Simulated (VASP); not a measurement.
Mg: single point with PBEsol

Crystal: Mg.

```
CELL_PARAMETERS angstrom
3.06586 0.00000 0.00000
-1.53293 2.65511 0.00000
0.00000 0.00000 3.33440
ATOMIC_POSITIONS crystal
Mg 0.00000 0.00000 0.00000
```

This cell differs from its parent crystal: strained.

```yaml
Program: VASP 6.6.1
Task: single point
Functional: PBEsol
Potentials_or_basis: VASP PAW PBE potentials, release 64 (Mg)
Cutoff: 520 eV
k_mesh: 15 × 15 × 12
Occupations: gaussian, width 0.1 eV
Spin: no spin polarisation
```

The pressure is -1.2 GPa and the band gap on the k mesh is zero (bands 1 and 2 overlap by 4.82 eV).

Stress tensor (GPa, compression positive):
```
-0.05  0.00  0.00
 0.00 -0.05  0.00
 0.00  0.00 -3.37
```

Levels at points of the mesh, in eV from the Fermi level:
```tsv
k point	band 1	band 2	band 3	band 4	band 5
(0.00, 0.00, 0.00)	-6.24	6.51	6.66	12.75	12.75
(0.00, 0.00, 0.50)	-3.49	-2.26	14.25	14.25	16.38
```

It took 12 s on 1 thread of Intel Xeon 8259CL, with other jobs on the host, peak memory 0.17 GiB.

Caveat: the cell differs from its parent crystal (strained); the PAW data sets were made with another functional, which shifts forces and pressure a little.
